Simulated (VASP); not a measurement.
Wanted: the native input for a VASP 6.6.1 run.

| Quantity | Value |
| --- | --- |
| Task | single point |
| Functional | PBE |
| Potentials or basis | VASP PAW PBE potentials, release 64 (Sb) |
| Cutoff | 520 eV |
| k mesh | 9 × 9 × 9 |
| Occupations | fermi-dirac, width 0.05 eV |
| Spin | no spin polarisation |
| Dipole correction | no |
| Further INCAR settings | ALGO = Normal; EDIFF = 1e-07; NBANDS = 12 |

The structure of Sb lies in POSCAR:

```
Sb
1.0
    2.1506003320      1.2416496806      3.6691200000
   -2.1506003320      1.2416496806      3.6691200000
    0.0000000000     -2.4832993611      3.6691200000
Sb
2
Direct
    0.2336400000      0.2336400000      0.2336400000
    0.7663600000      0.7663600000      0.7663600000
```

This cell differs from its parent crystal: zz strain of -2 %.

These files were run (other wordings do the same):

INCAR

```
SYSTEM = Sb
ALGO = Normal
EDIFF = 1E-7
ENCUT = 520
GGA = PE
ISIF = 2
ISMEAR = -1
LASPH = .TRUE.
LCHARG = .FALSE.
LREAL = .FALSE.
LWAVE = .FALSE.
NBANDS = 12
NELM = 80
PREC = Accurate
SIGMA = 0.05
```

KPOINTS

```
k-points
0
G
  9 9 9
  0 0 0
```

Potentials or basis: VASP PAW PBE potentials, release 64 (Sb).

Run with:

```sh
$ cat potpaw_PBE.64/Sb/POTCAR > POTCAR
$ mpirun -np 1 vasp_std > vasp.out
```

It gave:

```
Pressure               : 4.4 GPa
Largest force          : 0.373 eV/Å
Band gap on the k mesh : 0.05 eV, indirect (least direct gap 0.46 eV)
```

Caveat: the cell differs from its parent crystal (zz strain of -2 %); spin-orbit coupling is left out, which moves the levels of the heavy elements.

It took 98 s on 1 thread of AMD EPYC 7R43 64-Core Processor (Zen 3) (shared host), peak memory 0.18 GiB.
